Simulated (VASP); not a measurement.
# BP (F-43m) in VASP: further runs, part 2 of 2

VASP 6.6.1.

## Step 4: Electric field gradients, LDA (volume scaled by 0.96)

INCAR reads:

```
SYSTEM = BP
PREC     = Accurate       ! precision mode
ENCUT    = 520            ! plane-wave cutoff, eV
EDIFF    = 1E-8           ! SCF threshold, eV
ISMEAR   = -1             ! smearing method
SIGMA    = 0.05           ! smearing width, eV
LREAL    = .False.        ! projectors in reciprocal space
LASPH    = .True.         ! aspherical terms in the spheres
NELM     = 60             ! most SCF steps
ALGO     = Normal         ! electronic algorithm
ISIF     = 2              ! what is computed and relaxed
LWAVE    = .False.        ! write WAVECAR
LCHARG   = .False.        ! write CHGCAR
LEFG     = .True.       
NBANDS   = 11             ! bands
```

KPOINTS reads:

```
Automatic mesh
0
Gamma
  15 15 15
  0 0 0
```

POSCAR reads:

```
BP
1.0
    0.0000000000      2.2383340787      2.2383340787
    2.2383340787      0.0000000000      2.2383340787
    2.2383340787      2.2383340787      0.0000000000
B P
1 1
Direct
    0.0000000000      0.0000000000      0.0000000000
    0.7500000000      0.7500000000      0.7500000000
```

Potentials or basis: VASP PAW LDA potentials, release 64 (B, P).

Run with:

```
$ cat potpaw_LDA.64/B/POTCAR potpaw_LDA.64/P/POTCAR > POTCAR
$ mpirun -np 1 vasp_std > vasp.out
```

OUTCAR:

```text
SYSTEM = BP
   PREC = Accurate
   ENCUT = 520
   EDIFF = 1E-8
   ISMEAR = -1
   LREAL = .False.
   LASPH = .True.
   NELM = 60
   ISIF = 2

 ion  position               nearest neighbor table
   1  0.000  0.000  0.000-   2 1.94   2 1.94   2 1.94   2 1.94
   2  0.750  0.750  0.750-   1 1.94   1 1.94   1 1.94   1 1.94

  LATTYP: Found a face centered cubic cell.
 ALAT       =     4.4766681574

  Lattice vectors:

 A1 = (   0.0000000000,   2.2383340787,   2.2383340787)
 A2 = (   2.2383340787,   0.0000000000,   2.2383340787)
 A3 = (   2.2383340787,   2.2383340787,   0.0000000000)
[... 547 lines left out ...]
  free  energy   TOTEN  =       -14.3987119210 eV

  energy  without entropy=      -14.3987118600  energy(sigma->0) =      -14.39871189

 Electric field gradients (V/A^2)
---------------------------------------------------------------------
 ion       V_xx      V_yy      V_zz      V_xy      V_xz      V_yz
---------------------------------------------------------------------
   1       0.000    -0.000    -0.000     0.000     0.000     0.000
   2       0.000    -0.000    -0.000    -0.000    -0.000    -0.000
---------------------------------------------------------------------

 Electric field gradients after diagonalization (V/A^2)
 (convention: |V_zz| > |V_xx| > |V_yy|)
----------------------------------------------------------------------
 ion       V_xx      V_yy      V_zz     asymmetry (V_yy - V_xx)/ V_zz
----------------------------------------------------------------------
   1      -0.000    -0.000     0.000       0.000
   2       0.000     0.000    -0.000       0.000
----------------------------------------------------------------------

           NMR quadrupolar parameters

 Cq : quadrupolar parameter    Cq=e*Q*V_zz/h
 eta: asymmetry parameters     (V_yy - V_xx)/ V_zz
 Q  : nuclear electric quadrupole moment in mb (millibarn)
----------------------------------------------------------------------
 ion       Cq(MHz)       eta       Q (mb)
----------------------------------------------------------------------
   1       0.000       0.000       1.000
   2      -0.000       0.000       1.000
----------------------------------------------------------------------
```

OSZICAR:

```text
N       E                     dE             d eps       ncg     rms          rms(c)
DAV:   1     0.829212960424E+01    0.82921E+01   -0.40609E+03  2640   0.658E+02
DAV:   2    -0.147157156244E+02   -0.23008E+02   -0.22101E+02  3566   0.112E+02
DAV:   3    -0.153190693057E+02   -0.60335E+00   -0.60196E+00  3308   0.160E+01
DAV:   4    -0.153214476937E+02   -0.23784E-02   -0.23781E-02  3020   0.119E+00
DAV:   5    -0.153214601632E+02   -0.12469E-04   -0.12469E-04  3250   0.850E-02    0.779E+00
DAV:   6    -0.145378993338E+02    0.78356E+00   -0.17382E+00  3009   0.577E+00    0.409E+00
DAV:   7    -0.144116892044E+02    0.12621E+00   -0.29516E-01  3317   0.271E+00    0.133E+00
DAV:   8    -0.143986709458E+02    0.13018E-01   -0.32802E-02  3086   0.985E-01    0.235E-01
DAV:   9    -0.143987157825E+02   -0.44837E-04   -0.80316E-04  3063   0.200E-01    0.169E-01
DAV:  10    -0.143987101127E+02    0.56698E-05   -0.12692E-04  2901   0.641E-02    0.359E-02
DAV:  11    -0.143987124091E+02   -0.22964E-05   -0.87063E-06  3266   0.147E-02    0.441E-02
DAV:  12    -0.143987119119E+02    0.49722E-06   -0.28065E-06  3021   0.704E-03    0.156E-02
DAV:  13    -0.143987119210E+02   -0.90459E-08   -0.85866E-08  3138   0.191E-03
   1 F= -.14398712E+02 E0= -.14398712E+02  d E =-.609855E-07
```

Wall time 27 s (1 thread of AMD EPYC 7R43 (Zen 3), shared host); peak memory 0.1 GiB.

Results:

```yaml
Free_energy: -14.3987 eV
Pressure: 1.5 GPa
Band_gap_on_the_k_mesh: 1.14 eV, indirect (least direct gap 3.44 eV)
```

Caveat: without QUAD_EFG the Cq values of the log hold for a quadrupole moment of 1 mb, not for the nuclei. A k mesh can miss the band edges.

## Step 5: Electric field gradients, LDA (volume scaled by 0.98)

INCAR reads:

```
SYSTEM = BP
  PREC = Accurate
  ENCUT = 520
  EDIFF = 1E-8
  ISMEAR = -1
  SIGMA = 0.05
  LREAL = .FALSE.
  LASPH = .TRUE.
  NELM = 60
  ALGO = Normal
  ISIF = 2
  LWAVE = .FALSE.
  LCHARG = .FALSE.
  GGA = CA
  LEFG = .TRUE.
  NBANDS = 11
```

KPOINTS reads:

```
regular mesh
0
G
  15 15 15
  0 0 0
```

POSCAR reads:

```
BP
1.0
    0.0000000000      2.2537713532      2.2537713532
    2.2537713532      0.0000000000      2.2537713532
    2.2537713532      2.2537713532      0.0000000000
B P
1 1
Direct
    0.0000000000      0.0000000000      0.0000000000
    0.7500000000      0.7500000000      0.7500000000
```

Potentials or basis: VASP PAW LDA potentials, release 64 (B, P).

Run with:

```
$ cat potpaw_LDA.64/B/POTCAR potpaw_LDA.64/P/POTCAR > POTCAR
$ mpirun -np 1 vasp_std > vasp.out
```

OUTCAR:

```text
SYSTEM = BP
   PREC = Accurate
   ENCUT = 520
   EDIFF = 1E-8
   ISMEAR = -1
   LREAL = .FALSE.
   LASPH = .TRUE.
   NELM = 60
   ISIF = 2
   GGA = CA

 ion  position               nearest neighbor table
   1  0.000  0.000  0.000-   2 1.95   2 1.95   2 1.95   2 1.95
   2  0.750  0.750  0.750-   1 1.95   1 1.95   1 1.95   1 1.95

  LATTYP: Found a face centered cubic cell.
 ALAT       =     4.5075427064

  Lattice vectors:

 A1 = (   0.0000000000,   2.2537713532,   2.2537713532)
 A2 = (   2.2537713532,   0.0000000000,   2.2537713532)
 A3 = (   2.2537713532,   2.2537713532,   0.0000000000)

Analysis of symmetry for initial positions (statically):
=====================================================================
 Subroutine PRICEL returns:
 Original cell was already a primitive cell.

 Routine SETGRP: Setting up the symmetry group for a
 face centered cubic supercell.

 Subroutine GETGRP returns: Found 24 space group operations
 (whereof 24 operations were pure point group operations)
 out of a pool of 48 trial point group operations.

The static configuration has the point symmetry T_d .

Analysis of symmetry for dynamics (positions and initial velocities):
=====================================================================
 Subroutine PRICEL returns:
 Original cell was already a primitive cell.

 Routine SETGRP: Setting up the symmetry group for a
 face centered cubic supercell.

 Subroutine GETGRP returns: Found 24 space group operations
 (whereof 24 operations were pure point group operations)
 out of a pool of 48 trial point group operations.

The dynamic configuration has the point symmetry T_d .

[... 478 lines left out ...]
      3       5.9089      2.00000
      4       6.2809      2.00000
      5      10.3343      0.00000
      6      13.3534      0.00000
      7      13.4908      0.00000
      8      14.7669      0.00000
      9      18.5725      0.00000
     10      20.3714      0.00000
     11      21.1260      0.00000

 [... further k-points ...]

------------------------ aborting loop because EDIFF is reached ----------------------------------------

  FORCE on cell =-STRESS in cart. coord.  units (eV):
  Direction    XX          YY          ZZ          XY          YZ          ZX
  --------------------------------------------------------------------------------------
  -------------------------------------------------------------------------------------
  Total       -0.2949948     -0.2949948     -0.2949948      0.0000000      0.0000000      0.0000000
  in kB      -20.6426447    -20.6426447    -20.6426447      0.0000000      0.0000000      0.0000000
  external PRESSURE =     -20.6426447 kB  Pullay stress =       0.0000000 kB

 VOLUME and BASIS-vectors are now :
 -----------------------------------------------------------------------------
  energy-cutoff  :      520.00
  volume of cell :       22.90
      direct lattice vectors                 reciprocal lattice vectors
     0.000000000  2.253771353  2.253771353    -0.221850366  0.221850366  0.221850366
     2.253771353  0.000000000  2.253771353     0.221850366 -0.221850366  0.221850366
     2.253771353  2.253771353  0.000000000     0.221850366  0.221850366 -0.221850366

 POSITION                                       TOTAL-FORCE (eV/Angst)
 -----------------------------------------------------------------------------------
      0.00000      0.00000      0.00000         0.000000      0.000000      0.000000
      3.38066      3.38066      3.38066        -0.000000     -0.000000     -0.000000
 -----------------------------------------------------------------------------------
    total drift:                               -0.000000     -0.000000     -0.000000

  FREE ENERGIE OF THE ION-ELECTRON SYSTEM (eV)
  ---------------------------------------------------
  free  energy   TOTEN  =       -14.3980793342 eV

  energy  without entropy=      -14.3980792863  energy(sigma->0) =      -14.39807931

 Electric field gradients (V/A^2)
---------------------------------------------------------------------
 ion       V_xx      V_yy      V_zz      V_xy      V_xz      V_yz
---------------------------------------------------------------------
   1      -0.000    -0.000     0.000     0.000     0.000     0.000
   2      -0.000    -0.000    -0.000    -0.000    -0.000    -0.000
---------------------------------------------------------------------

 Electric field gradients after diagonalization (V/A^2)
 (convention: |V_zz| > |V_xx| > |V_yy|)
----------------------------------------------------------------------
 ion       V_xx      V_yy      V_zz     asymmetry (V_yy - V_xx)/ V_zz
----------------------------------------------------------------------
   1      -0.000    -0.000     0.000       0.000
   2       0.000     0.000    -0.000       0.000
----------------------------------------------------------------------

           NMR quadrupolar parameters

 Cq : quadrupolar parameter    Cq=e*Q*V_zz/h
 eta: asymmetry parameters     (V_yy - V_xx)/ V_zz
 Q  : nuclear electric quadrupole moment in mb (millibarn)
----------------------------------------------------------------------
 ion       Cq(MHz)       eta       Q (mb)
----------------------------------------------------------------------
   1       0.000       0.000       1.000
   2      -0.000       0.000       1.000
----------------------------------------------------------------------
```

stdout:

```text
POSCAR found type information on POSCAR B P
 POSCAR found :  2 types and       2 ions
 scaLAPACK will be used
 LDA part: xc-table for (Slater(with rela. corr.)+CA(PZ))
 , standard interpolation
 POSCAR, INCAR and KPOINTS ok, starting setup
 FFT: planning ... GRIDC
 FFT: planning ... GRID_SOFT
 FFT: planning ... GRID
 WAVECAR not read
 entering main loop
ion   1

ion   2
```

Wall time 29 s (1 thread of AMD EPYC 7R43 (Zen 3), shared host); peak memory 0.1 GiB.

What came out:

- Free energy: -14.3981 eV
- Pressure: -2.1 GPa
- Band gap on the k mesh: 1.16 eV, indirect (least direct gap 3.41 eV)

Caveat: without QUAD_EFG the Cq values of the log hold for a quadrupole moment of 1 mb, not for the nuclei. A k mesh can miss the band edges.

## Step 6: The runs side by side

```tsv
cell	gap on the mesh (eV)	pressure (GPa)
a = 3.143 Å, angles 60.0°, 2 atoms	1.12	5.5
a = 3.165 Å, angles 60.0°, 2 atoms	1.14	1.5
a = 3.187 Å, angles 60.0°, 2 atoms	1.16	-2.1
```

Alike in all rows: task electric field gradients; level LDA; potentials or basis VASP PAW LDA potentials, release 64 (B, P); no spin polarisation; k mesh 15 × 15 × 15; cutoff (eV) 520; smearing fermi-dirac 0.05 eV.

Absolute energies hang on the potentials; compare differences alone.
